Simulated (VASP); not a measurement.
# Si23C25 (a cell with a defect) (Moissanite) in VASP: electric field gradients with PBE

Aim: the electric field gradients of Si23C25 (a cell with a defect) (Moissanite) with PBE.

All numbers are computed with VASP 6.6.1; they aren't measurements. Logs are shortened: lines on timing, memory, paths and dates and some standing lists are left out, and cuts for length are marked.

## Step 1: The cell of the first run

The cell holds a defect, 48 atoms: a = 6.152 Å, b = 9.228 Å, c = 10.096 Å, α = 90.00°, β = 90.00°, γ = 120.00°.

## Step 2: Electric field gradients, PBE

INCAR

```
SYSTEM = Si23C25
  ALGO = Normal
  EDIFF = 1E-8
  ENCUT = 520
  GGA = PE
  ISIF = 2
  ISMEAR = -1
  LASPH = .TRUE.
  LCHARG = .FALSE.
  LEFG = .TRUE.
  LREAL = Auto
  LWAVE = .FALSE.
  NBANDS = 126
  NELM = 100
  PREC = Accurate
  SIGMA = 0.01
```

KPOINTS

```
k-points
0
G
  4 3 2
  0 0 0
```

POSCAR

```
Si23C25
1.0
    6.1520000000      0.0000000000      0.0000000000
   -4.6140000000      7.9916824260      0.0000000000
    0.0000000000      0.0000000000     10.0960000000
C Si
25 23
Direct
    0.1666666666      0.2222222222      0.0000000000
    0.1666666666      0.2222222222      0.1925000000
    0.1666666666      0.2222222222      0.6925000000
    0.1666666666      0.5555555556      0.1925000000
    0.1666666666      0.5555555556      0.6925000000
    0.1666666666      0.8888888889      0.1925000000
    0.1666666666      0.8888888889      0.6925000000
    0.6666666666      0.2222222222      0.1925000000
    0.6666666666      0.2222222222      0.6925000000
    0.6666666666      0.5555555556      0.1925000000
    0.6666666666      0.5555555556      0.6925000000
    0.6666666666      0.8888888889      0.1925000000
    0.6666666666      0.8888888889      0.6925000000
    0.3333333334      0.1111111111      0.4425000000
    0.3333333334      0.1111111111      0.9425000000
    0.3333333334      0.4444444444      0.4425000000
    0.3333333334      0.4444444444      0.9425000000
    0.3333333334      0.7777777778      0.4425000000
    0.3333333334      0.7777777778      0.9425000000
    0.8333333334      0.1111111111      0.4425000000
    0.8333333334      0.1111111111      0.9425000000
    0.8333333334      0.4444444444      0.4425000000
    0.8333333334      0.4444444444      0.9425000000
    0.8333333334      0.7777777778      0.4425000000
    0.8333333334      0.7777777778      0.9425000000
    0.1666666666      0.2222222222      0.5000000000
    0.1666666666      0.5555555556      0.0000000000
    0.1666666666      0.5555555556      0.5000000000
    0.1666666666      0.8888888889      0.0000000000
    0.1666666666      0.8888888889      0.5000000000
    0.6666666666      0.2222222222      0.0000000000
    0.6666666666      0.2222222222      0.5000000000
    0.6666666666      0.5555555556      0.0000000000
    0.6666666666      0.5555555556      0.5000000000
    0.6666666666      0.8888888889      0.0000000000
    0.6666666666      0.8888888889      0.5000000000
    0.3333333334      0.1111111111      0.2500000000
    0.3333333334      0.1111111111      0.7500000000
    0.3333333334      0.4444444444      0.2500000000
    0.3333333334      0.4444444444      0.7500000000
    0.3333333334      0.7777777778      0.2500000000
    0.3333333334      0.7777777778      0.7500000000
    0.8333333334      0.1111111111      0.2500000000
    0.8333333334      0.1111111111      0.7500000000
    0.8333333334      0.4444444444      0.2500000000
    0.8333333334      0.4444444444      0.7500000000
    0.8333333334      0.7777777778      0.2500000000
    0.8333333334      0.7777777778      0.7500000000
```

Potentials or basis: VASP PAW PBE potentials, release 64 (C, Si).

Run with:

```
> cat potpaw_PBE.64/C/POTCAR potpaw_PBE.64/Si/POTCAR > POTCAR
> mpirun -np 1 vasp_std > vasp.out
```

OUTCAR:

```text
SYSTEM = Si23C25
   EDIFF = 1E-8
   ENCUT = 520
   GGA = PE
   ISIF = 2
   ISMEAR = -1
   LASPH = .TRUE.
   LREAL = Auto
   NELM = 100
   PREC = Accurate

 ion  position               nearest neighbor table
   1  0.167  0.222  0.000-  21 1.87  17 1.87  15 1.87   2 1.94
   2  0.167  0.222  0.193-  43 1.87  39 1.87  37 1.87   1 1.94
   3  0.167  0.222  0.693-  44 1.87  40 1.87  38 1.87  26 1.94
   4  0.167  0.556  0.193-  45 1.87  41 1.87  39 1.87  27 1.94
   5  0.167  0.556  0.693-  46 1.87  42 1.87  40 1.87  28 1.94
   6  0.167  0.889  0.193-  47 1.87  37 1.87  41 1.87  29 1.94
[... 17 lines left out ...]
  24  0.833  0.778  0.443-  30 1.87  34 1.87  36 1.87  47 1.94
  25  0.833  0.778  0.943-  29 1.87  33 1.87  35 1.87  48 1.94
  26  0.167  0.222  0.500-  20 1.87  16 1.87  14 1.87   3 1.94  30 3.08  36 3.08  32 3.08  32 3.08
                            34 3.08  28 3.08  43 3.09  44 3.09  39 3.09  40 3.09  37 3.09  38 3.09
  27  0.167  0.556  0.000-  23 1.87  19 1.87  17 1.87   4 1.94  29 3.08  35 3.08  33 3.08  33 3.08
                            31 3.08  45 3.09  46 3.09  41 3.09  42 3.09  39 3.09  40 3.09
  28  0.167  0.556  0.500-  22 1.87  18 1.87  16 1.87   5 1.94  30 3.08  36 3.08  34 3.08  34 3.08
                            32 3.08  26 3.08  45 3.09  46 3.09  41 3.09  42 3.09  39 3.09  40 3.09
  29  0.167  0.889  0.000-  25 1.87  15 1.87  19 1.87   6 1.94  27 3.08  33 3.08  31 3.08  35 3.08
                            35 3.08  47 3.09  48 3.09  37 3.09  38 3.09  41 3.09  42 3.09
  30  0.167  0.889  0.500-  24 1.87  14 1.87  18 1.87   7 1.94  28 3.08  26 3.08  34 3.08  32 3.08
                            36 3.08  36 3.08  47 3.09  48 3.09  37 3.09  38 3.09  41 3.09  42 3.09
  31  0.667  0.222  0.000-  15 1.87  23 1.87  21 1.87   8 1.94  35 3.08  29 3.08  27 3.08  33 3.08
                            38 3.09  37 3.09  46 3.09  45 3.09  44 3.09  43 3.09
  32  0.667  0.222  0.500-  14 1.87  22 1.87  20 1.87   9 1.94  36 3.08  30 3.08  26 3.08  26 3.08
                            28 3.08  34 3.08  37 3.09  38 3.09  45 3.09  46 3.09  43 3.09  44 3.09
  33  0.667  0.556  0.000-  17 1.87  25 1.87  23 1.87  10 1.94  35 3.08  29 3.08  27 3.08  27 3.08
                            31 3.08  40 3.09  39 3.09  48 3.09  47 3.09  46 3.09  45 3.09
  34  0.667  0.556  0.500-  16 1.87  24 1.87  22 1.87  11 1.94  36 3.08  30 3.08  28 3.08  28 3.08
                            26 3.08  32 3.08  39 3.09  40 3.09  47 3.09  48 3.09  45 3.09  46 3.09
  35  0.667  0.889  0.000-  19 1.87  21 1.87  25 1.87  12 1.94  33 3.08  31 3.08  27 3.08  29 3.08
                            29 3.08  41 3.09  42 3.09  43 3.09  44 3.09  47 3.09  48 3.09
  36  0.667  0.889  0.500-  18 1.87  20 1.87  24 1.87  13 1.94  34 3.08  32 3.08  28 3.08  26 3.08
                            30 3.08  30 3.08  41 3.09  42 3.09  43 3.09  44 3.09  47 3.09  48 3.09
  37  0.333  0.111  0.250-   8 1.87   6 1.87   2 1.87  14 1.94  39 3.08  41 3.08  45 3.08  47 3.08
                            43 3.08  43 3.08  31 3.09  32 3.09  29 3.09  30 3.09  26 3.09
  38  0.333  0.111  0.750-   9 1.87   7 1.87   3 1.87  15 1.94  40 3.08  42 3.08  46 3.08  48 3.08
                            44 3.08  44 3.08  31 3.09  32 3.09  29 3.09  30 3.09  26 3.09
  39  0.333  0.444  0.250-  10 1.87   2 1.87   4 1.87  16 1.94  37 3.08  43 3.08  45 3.08  45 3.08
                            47 3.08  41 3.08  33 3.09  34 3.09  26 3.09  27 3.09  28 3.09
  40  0.333  0.444  0.750-  11 1.87   3 1.87   5 1.87  17 1.94  38 3.08  44 3.08  46 3.08  46 3.08
                            48 3.08  42 3.08  33 3.09  34 3.09  26 3.09  27 3.09  28 3.09
  41  0.333  0.778  0.250-  12 1.87   4 1.87   6 1.87  18 1.94  37 3.08  43 3.08  47 3.08  47 3.08
                            45 3.08  39 3.08  35 3.09  36 3.09  27 3.09  28 3.09  29 3.09  30 3.09
  42  0.333  0.778  0.750-  13 1.87   5 1.87   7 1.87  19 1.94  38 3.08  44 3.08  48 3.08  48 3.08
                            46 3.08  40 3.08  35 3.09  36 3.09  27 3.09  28 3.09  29 3.09  30 3.09
  43  0.833  0.111  0.250-   2 1.87  12 1.87   8 1.87  20 1.94  45 3.08  47 3.08  39 3.08  41 3.08
                            37 3.08  37 3.08  26 3.09  35 3.09  36 3.09  31 3.09  32 3.09
  44  0.833  0.111  0.750-   3 1.87  13 1.87   9 1.87  21 1.94  46 3.08  48 3.08  40 3.08  42 3.08
                            38 3.08  38 3.08  26 3.09  35 3.09  36 3.09  31 3.09  32 3.09
  45  0.833  0.444  0.250-   4 1.87   8 1.87  10 1.87  22 1.94  43 3.08  37 3.08  39 3.08  39 3.08
                            41 3.08  47 3.08  27 3.09  28 3.09  31 3.09  32 3.09  33 3.09  34 3.09
  46  0.833  0.444  0.750-   5 1.87   9 1.87  11 1.87  23 1.94  44 3.08  38 3.08  40 3.08  40 3.08
                            42 3.08  48 3.08  27 3.09  28 3.09  31 3.09  32 3.09  33 3.09  34 3.09
  47  0.833  0.778  0.250-   6 1.87  10 1.87  12 1.87  24 1.94  43 3.08  37 3.08  41 3.08  41 3.08
                            39 3.08  45 3.08  29 3.09  30 3.09  33 3.09  34 3.09  35 3.09  36 3.09
  48  0.833  0.778  0.750-   7 1.87  11 1.87  13 1.87  25 1.94  44 3.08  38 3.08  42 3.08  42 3.08
                            40 3.08  46 3.08  29 3.09  30 3.09  33 3.09  34 3.09  35 3.09  36 3.09

  LATTYP: Found a simple monoclinic cell.
 ALAT       =     6.1520000000
 B/A-ratio  =     1.6410923277
 C/A-ratio  =     1.3228756555
 COS(beta)  =    -0.1889822365

  Lattice vectors:

 A1 = (   6.1520000000,   0.0000000000,   0.0000000000)
 A2 = (   0.0000000000,   0.0000000000,  10.0960000000)
 A3 = (  -1.5380000000,  -7.9916824260,   0.0000000000)

Analysis of symmetry for initial positions (statically):
=====================================================================
 Subroutine PRICEL returns:
 Original cell was already a primitive cell.
[... 239 lines left out ...]
   NGX = 23   NGY = 35   NGZ = 37

 number of electron     192.0000004 magnetization

 Free energy of the ion-electron system (eV)
  ---------------------------------------------------
  ext. energy  EPLUGINS =         0.00000000
  ---------------------------------------------------
  free energy    TOTEN  =      -359.85250334 eV

  energy without entropy =     -359.85250334  energy(sigma->0) =     -359.85250334

 E-fermi :   8.4215     XC(G=0): -11.3117

 val. band max:        8.2120013678   @ k =   0.0000   0.0000   0.0000
 cond. band min:      10.1339379132   @ k =   0.0000   0.0000   0.5000
 fundamental gap:      1.9219365454
 Fermi energy:         8.4214805108

 k-point     1 :       0.0000    0.0000    0.0000
  band No.  band energies     occupation
      1      -7.5159      2.00000
      2      -6.3527      2.00000
      3      -6.3143      2.00000
      4      -5.6883      2.00000
      5      -5.6576      2.00000
      6      -4.6575      2.00000
[... 1543 lines left out ...]
    107      12.6522      0.00000
    108      12.7207      0.00000
 [bands above 108 left out]

------------------------ aborting loop because EDIFF is reached ----------------------------------------

  FORCE on cell =-STRESS in cart. coord.  units (eV):
  Direction    XX          YY          ZZ          XY          YZ          ZX
  --------------------------------------------------------------------------------------
  -------------------------------------------------------------------------------------
  Total        6.3742178      6.2062043     -6.4470716     -0.0136302      0.0056347     -0.0056040
  in kB       20.5747039     20.0323897    -20.8098616     -0.0439955      0.0181876     -0.0180885
  external PRESSURE =       6.5990773 kB  Pullay stress =       0.0000000 kB

 VOLUME and BASIS-vectors are now :
 -----------------------------------------------------------------------------
  energy-cutoff  :      520.00
  volume of cell :      496.37
      direct lattice vectors                 reciprocal lattice vectors
     6.152000000  0.000000000  0.000000000     0.162548765  0.093847573  0.000000000
    -4.614000000  7.991682426  0.000000000     0.000000000  0.125130097  0.000000000
     0.000000000  0.000000000 10.096000000     0.000000000  0.000000000  0.099049128

 POSITION                                       TOTAL-FORCE (eV/Angst)
 -----------------------------------------------------------------------------------
     -0.00000      1.77593      0.00000        -0.017875      0.064923      0.440081
     -0.00000      1.77593      1.94348         0.003269     -0.009960     -2.580361
     -0.00000      1.77593      6.99148         0.002629     -0.007751     -0.712991
     -1.53800      4.43982      1.94348        -0.012183      0.032742     -0.749270
     -1.53800      4.43982      6.99148         0.011352      0.036376     -0.768319
     -3.07600      7.10372      1.94348         0.006784     -0.025751     -0.760359
[... 40 lines left out ...]
      1.53800      6.21575      2.52400        -0.000173     -0.007296      0.719986
      1.53800      6.21575      7.57200         0.004007      0.002658      0.731838
 -----------------------------------------------------------------------------------
    total drift:                               -0.002449      0.004162     -0.120258

  FREE ENERGIE OF THE ION-ELECTRON SYSTEM (eV)
  ---------------------------------------------------
  free  energy   TOTEN  =      -359.8525033399 eV

  energy  without entropy=     -359.8525033399  energy(sigma->0) =     -359.85250334

 Electric field gradients (V/A^2)
---------------------------------------------------------------------
 ion       V_xx      V_yy      V_zz      V_xy      V_xz      V_yz
---------------------------------------------------------------------
   1      -0.966    -1.982     2.948    -0.096    -0.060     0.267
   2     -18.823   -18.692    37.514     0.003    -0.007     0.029
   3      -1.543    -1.461     3.005     0.009     0.004    -0.015
   4      -1.462    -1.553     3.015    -0.004    -0.065    -0.120
   5      -1.546    -1.605     3.151     0.127    -0.050     0.320
   6      -1.586    -1.545     3.131     0.044    -0.084    -0.012
[... 40 lines left out ...]
  47      -8.792    -9.049    17.842     0.055    -0.010    -0.055
  48      -8.714    -8.654    17.369     0.000     0.027    -0.131
---------------------------------------------------------------------

 Electric field gradients after diagonalization (V/A^2)
 (convention: |V_zz| > |V_xx| > |V_yy|)
----------------------------------------------------------------------
 ion       V_xx      V_yy      V_zz     asymmetry (V_yy - V_xx)/ V_zz
----------------------------------------------------------------------
   1      -2.005    -0.959     2.964       0.353
   2     -18.823   -18.691    37.514       0.004
   3      -1.545    -1.460     3.005       0.028
   4      -1.557    -1.463     3.020       0.031
   5      -1.723    -1.450     3.173       0.086
   6      -1.615    -1.518     3.133       0.031
[... 40 lines left out ...]
  47      -9.061    -8.781    17.842       0.016
  48      -8.714    -8.655    17.370       0.003
----------------------------------------------------------------------

           NMR quadrupolar parameters

 Cq : quadrupolar parameter    Cq=e*Q*V_zz/h
 eta: asymmetry parameters     (V_yy - V_xx)/ V_zz
 Q  : nuclear electric quadrupole moment in mb (millibarn)
----------------------------------------------------------------------
 ion       Cq(MHz)       eta       Q (mb)
----------------------------------------------------------------------
   1       0.007       0.353       1.000
   2       0.091       0.004       1.000
   3       0.007       0.028       1.000
   4       0.007       0.031       1.000
   5       0.008       0.086       1.000
   6       0.008       0.031       1.000
[... 40 lines left out ...]
  47       0.043       0.016       1.000
  48       0.042       0.003       1.000
----------------------------------------------------------------------
```

Run time: 20 min. Hardware: 1 thread of Intel Xeon 6975P-C (Granite Rapids), shared host; peak memory 0.87 GiB.

What came out:

| Quantity | Value |
| --- | --- |
| Free energy | -359.8525 eV |
| Pressure | 0.7 GPa |
| Largest force | 2.698 eV/Å |
| Band gap on the k mesh | 1.92 eV |

Forces in eV/Å, atoms in the order of the input:
```
C   -0.018  0.065  0.440
C    0.003 -0.010 -2.580
C    0.003 -0.008 -0.713
C   -0.012  0.033 -0.749
C    0.011  0.036 -0.768
C    0.007 -0.026 -0.760
C    0.036 -0.002 -0.750
C    0.001  0.013 -0.710
C    0.002 -0.051 -0.774
C    0.018  0.021 -0.734
C   -0.005  0.037 -0.786
C   -0.005 -0.029 -0.757
C   -0.033 -0.011 -0.754
C   -0.073  0.035 -0.797
C   -2.303  1.263 -0.083
C   -0.006 -0.089 -0.800
C    0.000 -2.698 -0.038
C    0.001  0.012 -0.742
C    0.095  0.191 -0.867
C    0.071  0.037 -0.797
C    2.296  1.270 -0.072
C    0.000 -0.007 -0.740
C    0.006  0.054 -0.778
C   -0.006  0.010 -0.733
C   -0.101 -0.079 -0.792
Si   0.000  0.001  0.867
Si  -0.148 -0.382  0.969
Si  -0.036  0.017  0.761
Si  -0.345  0.022  0.984
Si  -0.004 -0.046  0.752
Si   0.015  0.513  1.092
Si   0.000  0.047  0.759
Si   0.146 -0.291  0.919
Si   0.040  0.015  0.764
Si   0.345  0.064  0.954
Si   0.003 -0.044  0.749
Si   0.116 -0.039  0.453
Si  -0.238  0.148  0.779
Si   0.005  0.123  0.452
Si   0.002 -0.266  0.821
Si   0.000 -0.009  0.740
Si  -0.004 -0.014  0.628
Si  -0.115 -0.042  0.450
Si   0.238  0.147  0.790
Si  -0.008 -0.017  0.702
Si  -0.006 -0.009  0.799
Si   0.000 -0.007  0.720
Si   0.004  0.003  0.732
```

Electric field gradients, principal values (V/Å²):
| atom | least | middle | greatest (by size) |
| --- | --- | --- | --- |
| 1 C | -0.959 | -2.005 | 2.964 |
| 2 C | -18.691 | -18.823 | 37.514 |
| 3 C | -1.460 | -1.545 | 3.005 |
| 4 C | -1.463 | -1.557 | 3.020 |
| 5 C | -1.450 | -1.723 | 3.173 |
| 6 C | -1.518 | -1.615 | 3.133 |
| 7 C | -1.398 | -1.791 | 3.190 |
| 8 C | -1.324 | -1.477 | 2.800 |
| 9 C | -1.294 | -2.073 | 3.367 |
| 10 C | -1.392 | -1.479 | 2.871 |
| 11 C | -1.434 | -1.699 | 3.133 |
| 12 C | -1.511 | -1.578 | 3.089 |
| 13 C | -1.422 | -1.756 | 3.178 |
| 14 C | -1.803 | -2.032 | 3.834 |
| 15 C | -16.009 | -19.740 | 35.749 |
| 16 C | -1.793 | -2.067 | 3.859 |
| 17 C | -15.681 | -20.458 | 36.139 |
| 18 C | -1.377 | -1.469 | 2.846 |
| 19 C | 0.597 | 1.316 | -1.913 |
| 20 C | -1.789 | -2.053 | 3.842 |
| 21 C | -15.844 | -20.035 | 35.879 |
| 22 C | -1.335 | -1.377 | 2.712 |
| 23 C | -1.176 | -1.632 | 2.808 |
| 24 C | -1.366 | -1.430 | 2.796 |
| 25 C | -0.404 | -1.938 | 2.343 |
| 26 Si | -8.246 | -8.275 | 16.521 |
| 27 Si | -5.918 | -12.063 | 17.980 |
| 28 Si | -8.282 | -8.870 | 17.152 |
| 29 Si | -6.007 | -11.651 | 17.658 |
| 30 Si | -8.292 | -9.010 | 17.302 |
| 31 Si | -7.292 | -12.213 | 19.505 |
| 32 Si | -8.217 | -8.727 | 16.944 |
| 33 Si | -7.267 | -11.323 | 18.590 |
| 34 Si | -8.216 | -8.848 | 17.063 |
| 35 Si | -6.749 | -11.320 | 18.069 |
| 36 Si | -8.275 | -9.050 | 17.326 |
| 37 Si | -7.601 | -10.850 | 18.452 |
| 38 Si | -6.139 | -8.534 | 14.673 |
| 39 Si | -7.574 | -10.802 | 18.376 |
| 40 Si | -6.112 | -8.265 | 14.377 |
| 41 Si | -8.865 | -8.921 | 17.786 |
| 42 Si | -9.059 | -9.163 | 18.222 |
| 43 Si | -7.627 | -10.834 | 18.462 |
| 44 Si | -6.086 | -8.470 | 14.556 |
| 45 Si | -8.882 | -9.140 | 18.022 |
| 46 Si | -8.363 | -8.440 | 16.803 |
| 47 Si | -8.781 | -9.061 | 17.842 |
| 48 Si | -8.655 | -8.714 | 17.370 |

Caveat: without QUAD_EFG the Cq values of the log hold for a quadrupole moment of 1 mb, not for the nuclei.
